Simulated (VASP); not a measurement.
# TiTe2 (P-3m1) in VASP: single point with PBE+D3(BJ)

Aim: the single point of TiTe2 with PBE+D3(BJ).

Everything below comes from runs of VASP 6.6.1. Logs are shortened: lines on timing, memory, paths and dates and some standing lists are left out, and cuts for length are marked.

## (1) The cell of the first run

It takes space group P-3m1 (No. 164, trigonal). Conventional cell: a = 3.697 Å, b = 3.697 Å, c = 6.389 Å, α = 90.00°, β = 90.00°, γ = 120.00°. Ti (site symmetry -3m) has 6 Te at 2.75 Å and 6 Ti at 3.70 Å within 3.7 Å. Within 3.7 Å of Te (site symmetry 3m) lie 3 Ti at 2.75 Å and 9 Te at 3.62 to 3.70 Å.

## (2) Single point, PBE+D3(BJ)

File INCAR:

```
ALGO     = Normal         # electronic algorithm
EDIFF    = 1E-6           # SCF threshold, eV
ENCUT    = 520            # plane-wave cutoff, eV
GGA      = PE             # functional
ISIF     = 2              # what is computed and relaxed
ISMEAR   = -1             # smearing method
IVDW     = 12             # dispersion correction
LASPH    = T              # aspherical terms in the spheres
LCHARG   = F              # write CHGCAR
LREAL    = F              # projectors in reciprocal space
LWAVE    = F              # write WAVECAR
NBANDS   = 19             # bands
NELM     = 100            # most SCF steps
PREC     = Accurate       # precision mode
SIGMA    = 0.15           # smearing width, eV
```

File KPOINTS:

```
k-points
0
Gamma
  14 14 8
```

File POSCAR:

```
TiTe2
1.0
    3.6970131181     -0.0207416969      0.0235898317
   -1.8303993626      3.2121375963     -0.0244166498
   -0.0406910717      0.0254386816      6.3888200025
Ti Te
1 2
Direct
    0.0019009237     -0.0184046792      0.0032397696
    0.6685746417      0.3149314733      0.2744217078
    0.3352363816      0.6482679784      0.7320573015
```

Potentials or basis: VASP PAW PBE potentials, release 64 (Ti_sv, Te).

Command:

```console
> cat potpaw_PBE.64/Ti_sv/POTCAR potpaw_PBE.64/Te/POTCAR > POTCAR
> mpirun -np 1 vasp_std > vasp.out
```

OUTCAR:

```text
EDIFF = 1E-6
   ENCUT = 520
   GGA = PE
   ISIF = 2
   ISMEAR = -1
   IVDW = 12
   LASPH = T
   LREAL = F
   NELM = 100
   PREC = Accurate
 IVDW          = 12

 ion  position               nearest neighbor table
   1  0.002  0.982  0.003-   2 2.75   3 2.75   2 2.75   3 2.75   3 2.75   2 2.75
   2  0.669  0.315  0.274-   1 2.75   1 2.75   1 2.75   3 3.62   3 3.62   3 3.62
   3  0.335  0.648  0.732-   1 2.75   1 2.75   1 2.75   2 3.62   2 3.62   2 3.62

  LATTYP: Found a simple monoclinic cell.
 ALAT       =     3.6971321233
 B/A-ratio  =     1.7280962690
 C/A-ratio  =     1.0000171720
 COS(beta)  =    -0.5000046810

  Lattice vectors:

 A1 = (  -1.8303993626,   3.2121375963,  -0.0244166498)
 A2 = (   0.0406910717,  -0.0254386816,  -6.3888200025)
 A3 = (  -1.8666137555,  -3.1913958994,   0.0008268181)

Analysis of symmetry for initial positions (statically):
=====================================================================
 Subroutine PRICEL returns:
 Original cell was already a primitive cell.

 Routine SETGRP: Setting up the symmetry group for a
 simple monoclinic supercell.

 Subroutine GETGRP returns: Found  2 space group operations
 (whereof  1 operations were pure point group operations)
 out of a pool of  4 trial point group operations.

The static configuration has the point symmetry C_1 .
 The point group associated with its full space group is S_2 .

Analysis of symmetry for dynamics (positions and initial velocities):
=====================================================================
 Subroutine PRICEL returns:
 Original cell was already a primitive cell.

 Routine SETGRP: Setting up the symmetry group for a
 simple monoclinic supercell.

 Subroutine GETGRP returns: Found  2 space group operations
 (whereof  1 operations were pure point group operations)
 out of a pool of  4 trial point group operations.

The dynamic configuration has the point symmetry C_1 .
 The point group associated with its full space group is S_2 .

 Subroutine INISYM returns: Found  2 space group operations
 (whereof  1 operations are pure point group operations),
 and found     1 'primitive' translations

----------------------------------------------------------------------------------------

                                     Primitive cell

  volume of cell :      75.6310

  direct lattice vectors                    reciprocal lattice vectors
     3.697013118 -0.020741697  0.023589832     0.271349083  0.154633585  0.001112539
    -1.830399363  3.212137596 -0.024416650     0.001760061  0.312312749 -0.001232341
    -0.040691072  0.025438682  6.388820003    -0.000995192  0.000622627  0.156514609

  length of vectors
     3.697146561  3.697132123  6.389000228     0.312318920  0.312320140  0.156519011

  position of ions in fractional coordinates (direct lattice)
     0.001900924  0.981595321  0.003239770
     0.668574642  0.314931473  0.274421708
     0.335236382  0.648267978  0.732057301

  ion indices of the primitive-cell ions
   primitive index   ion index
                 1           1
                 2           2
                 3           3

----------------------------------------------------------------------------------------

 KPOINTS: k-points

Automatic generation of k-mesh.
 Grid dimensions read from file:
 generate k-points for:   14   14    8

 Generating k-lattice:

  Cartesian coordinates                     Fractional coordinates (reciprocal lattice)
     0.019382077  0.011045256  0.000079467     0.071428571  0.000000000  0.000000000
     0.000125719  0.022308054 -0.000088024     0.000000000  0.071428571 -0.000000000
    -0.000124399  0.000077828  0.019564326    -0.000000000  0.000000000  0.125000000

  Length of vectors
     0.022308494  0.022308581  0.019564876

  Shift w.r.t. Gamma in fractional coordinates (k-lattice)
     0.000000000  0.000000000  0.000000000

 Subroutine IBZKPT returns following result:
 ===========================================

 Found    788 irreducible k-points:

 Following reciprocal coordinates:
            Coordinates               Weight
  0.000000  0.000000  0.000000      1.000000
  0.071429  0.000000 -0.000000      2.000000
  0.000000  0.071429  0.000000      2.000000
  0.142857  0.000000 -0.000000      2.000000
  0.000000  0.142857 -0.000000      2.000000
  0.214286  0.000000 -0.000000      2.000000
[... 16 lines left out ...]
  0.357143  0.071429 -0.000000      2.000000
  0.071429  0.357143  0.000000      2.000000
 [... further k-points ...]
   k-points           NKPTS =    788   k-points in BZ     NKDIM =    788   number of bands    NBANDS=     19
   number of dos      NEDOS =    301   number of ions     NIONS =      3
   total plane-waves  NPLWV =  37632
   dimension x,y,z NGX =    28 NGY =   28 NGZ =   48
   dimension x,y,z NGXF=    56 NGYF=   56 NGZF=   96
   ions per type =               1   2
   NGX,Y,Z   is equivalent  to a cutoff of  12.59, 12.59, 12.49 a.u.
   NGXF,Y,Z  is equivalent  to a cutoff of  25.18, 25.18, 24.98 a.u.
 SYSTEM =  unknown system
   PREC   = accura    normal or accurate (medium, high low for compatibility)
   ISTART =      0    job   : 0-new  1-cont  2-samecut
   ICHARG =      2    charge: 1-file 2-atom 10-const
   ISPIN  =      1    spin polarized calculation?
   LNONCOLLINEAR =      F non collinear calculations
   LSORBIT =      F    spin-orbit coupling
   LASPH  =      T    aspherical Exc in radial PAW
   ENCUT  =  520.0 eV  38.22 Ry    6.18 a.u.   6.87  6.87 11.88*2*pi/ulx,y,z
   NELM   =    100;   NELMIN=  2; NELMDL= -5     # of ELM steps
   EDIFF  = 0.1E-05   stopping-criterion for ELM
   LREAL  =      F    real-space projection
   EDIFFG = 0.1E-04   stopping-criterion for IOM
   NSW    =      0    number of steps for IOM
   IBRION =     -1    ionic relax: 0-MD 1-quasi-New 2-CG
   NFREE  =      0    steps in history (QN), initial steepest desc. (CG)
   ISIF   =      2    stress and relaxation
   ISYM   =      2    0-nonsym 1-usesym 2-fastsym
   POTIM  = 0.5000    time-step for ionic-motion
   TEBEG  =    0.0;   TEEND  =   0.0 temperature during run
   PSTRESS=    0.0 pullay stress
   NELECT =      24.0000    total number of electrons
   NUPDOWN=      -1.0000    fix difference up-down
   EMIN   =  10.00;   EMAX   =-10.00  energy-range for DOS
   EFERMI =   0.00;   METHOD = LEGACY
   ISMEAR =    -1;   SIGMA  =   0.15  broadening in eV -4-tet -1-fermi 0-gaus
   EFERMI_NEDOS =   21; number of points for ismear=-14 and -15
   IALGO  =     38    algorithm
   IMIX   =      4    mixing-type and parameters
     AMIX     =   0.40;   BMIX     =  1.00
     AMIX_MAG =   1.60;   BMIX_MAG =  1.00
  volume/ion in A,a.u.               =      25.21       170.13
  Fermi-wavevector in a.u.,A,eV,Ry     =   1.116637  2.110138 16.964811  1.246878
  Thomas-Fermi vector in A             =   2.253253
   LORBIT       =      0    0 simple, 1 ext, 2 COOP (PROOUT), +10 PAW based schemes
   GGA     = PE    functional components
   LHFCALC =     F    Hartree Fock is set to
   AEXX    =    0.0000 exact exchange contribution
   IVDW    =    12    specifies the selected vdW correction
   LEPSILON=     F    determine dielectric tensor
   LRPA    =     F    only Hartree local field effects (RPA)
 non-spin polarized calculation
  energy-cutoff  :      520.00
  volume of cell :       75.63
 maximum number of plane-waves:      2072
   NGX = 13   NGY = 13   NGZ = 23

 number of electron      24.0000003 magnetization

 Free energy of the ion-electron system (eV)
  ---------------------------------------------------
  ext. energy  EPLUGINS =         0.00000000
  ---------------------------------------------------
  free energy    TOTEN  =       -16.20084793 eV

  energy without entropy =      -16.08980440  energy(sigma->0) =      -16.14532616

 E-fermi :   7.5652     XC(G=0): -10.1664

 val. band max:        7.5544826585   @ k =   0.5000   0.0000  -0.0000
 cond. band min:       7.5665252364   @ k =  -0.1429   0.1429   0.2500
 fundamental gap:      0.0120425779
 Fermi energy:         7.5652116450

 k-point     1 :       0.0000    0.0000    0.0000
  band No.  band energies     occupation
      1     -49.7598      2.00000
      2     -26.0258      2.00000
      3     -26.0258      2.00000
      4     -25.9916      2.00000
      5      -5.1792      2.00000
      6      -3.4868      2.00000
[... 11 lines left out ...]
     18      12.8409      0.00000
     19      13.8974      0.00000

 k-point     2 :       0.0714    0.0000   -0.0000
  band No.  band energies     occupation
      1     -49.7596      2.00000
      2     -26.0284      2.00000
      3     -26.0264      2.00000
      4     -25.9910      2.00000
      5      -5.1175      2.00000
      6      -3.4532      2.00000
[... 11 lines left out ...]
     18      13.2937      0.00000
     19      14.2039      0.00000

 k-point     3 :       0.0000    0.0714    0.0000
  band No.  band energies     occupation
      1     -49.7596      2.00000
      2     -26.0284      2.00000
      3     -26.0264      2.00000
      4     -25.9910      2.00000
      5      -5.1175      2.00000
      6      -3.4532      2.00000
[... 11 lines left out ...]
     18      13.2937      0.00000
     19      14.2039      0.00000

 k-point     4 :       0.1429    0.0000   -0.0000
  band No.  band energies     occupation
      1     -49.7590      2.00000
      2     -26.0359      2.00000
      3     -26.0281      2.00000
      4     -25.9893      2.00000
      5      -4.9357      2.00000
      6      -3.3570      2.00000
[... 407 lines left out ...]
     18      13.4470      0.00000
     19      13.7081      0.00000

 k-point    23 :       0.3571    0.0714   -0.0000
  band No.  band energies     occupation
      1     -49.7561      2.00000
      2     -26.0728      2.00000
      3     -26.0382      2.00000
      4     -25.9802      2.00000
      5      -3.5980      2.00000
      6      -2.8810      2.00000
[... 11 lines left out ...]
     18      13.3553      0.00000
     19      13.4953      0.00000

 k-point    24 :       0.0714    0.3571    0.0000
  band No.  band energies     occupation
      1     -49.7561      2.00000
      2     -26.0728      2.00000
      3     -26.0382      2.00000
      4     -25.9802      2.00000
      5      -3.5980      2.00000
      6      -2.8810      2.00000
[... 11 lines left out ...]
     18      13.3553      0.00000
     19      13.4953      0.00000

 [... further k-points ...]

------------------------ aborting loop because EDIFF is reached ----------------------------------------

 Edisp (eV)   -1.56590

 E8    (eV) :    -0.7254

  FORCE on cell =-STRESS in cart. coord.  units (eV):
  Direction    XX          YY          ZZ          XY          YZ          ZX
  --------------------------------------------------------------------------------------
  -------------------------------------------------------------------------------------
  Total      -0.01481    -0.01499    -0.01365    -0.00027     0.00001     0.00001
  in kB      -0.31383    -0.31764    -0.28922    -0.00577     0.00030     0.00016
  external pressure =       -0.31 kB  Pullay stress =        0.00 kB

 VOLUME and BASIS-vectors are now :
 -----------------------------------------------------------------------------
  energy-cutoff  :      520.00
  volume of cell :       75.63
      direct lattice vectors                 reciprocal lattice vectors
     3.697013118 -0.020741697  0.023589832     0.271349083  0.154633585  0.001112539
    -1.830399363  3.212137596 -0.024416650     0.001760061  0.312312749 -0.001232341
    -0.040691072  0.025438682  6.388820003    -0.000995192  0.000622627  0.156514609

 POSITION                                       TOTAL-FORCE (eV/Angst)
 -----------------------------------------------------------------------------------
     -1.78982      3.15306     -0.00322         0.000000     -0.000000      0.000000
      1.88411      1.00472      1.76131        -0.000092      0.000056      0.009691
      0.02300      2.09400      4.66906         0.000092     -0.000056     -0.009691
 -----------------------------------------------------------------------------------
    total drift:                               -0.004710     -0.007444      0.000714

  FREE ENERGIE OF THE ION-ELECTRON SYSTEM (eV)
  ---------------------------------------------------
  free  energy   TOTEN  =       -17.7667511700 eV

  energy  without entropy=      -17.6557076396  energy(sigma->0) =      -17.71122940
```

Wall time 7.6 min (1 thread of Intel Xeon 6975P-C (Granite Rapids), shared host); peak memory 1.1 GiB.

Results:

- Free energy: -17.7668 eV
- Pressure: 0.0 GPa
- Largest force: 0.010 eV/Å
- Band gap on the k mesh: zero (bands 12 and 13 overlap by 0.85 eV)
- Dispersion energy per atom: -0.522 eV

Forces on the atoms (eV/Å):
```
Ti   0.000  0.000  0.000
Te   0.000  0.000  0.010
Te   0.000  0.000 -0.010
```

Levels at points of the mesh, in eV from the Fermi level:
```csv
k point,band 10,band 11,band 12,band 13,band 14,band 15
"(0.00, 0.00, 0.00)",0.28,0.48,0.48,0.72,1.30,1.30
"(0.50, 0.00, 0.00)",-2.50,-1.69,-1.15,-0.01,1.32,1.68
"(0.00, 0.50, 0.00)",-2.50,-1.69,-1.15,-0.01,1.32,1.68
"(0.50, 0.50, 0.00)",-2.50,-1.69,-1.15,-0.01,1.32,1.68
"(0.00, 0.00, 0.50)",-1.48,0.47,0.47,0.87,0.87,1.12
"(0.50, 0.00, 0.50)",-2.06,-0.92,-0.44,-0.36,1.32,1.67
"(0.00, 0.50, 0.50)",-2.06,-0.92,-0.44,-0.36,1.32,1.67
"(0.50, 0.50, 0.50)",-2.06,-0.92,-0.44,-0.36,1.32,1.67
```

Caveat: spin-orbit coupling is left out, which moves the levels of the heavy elements.
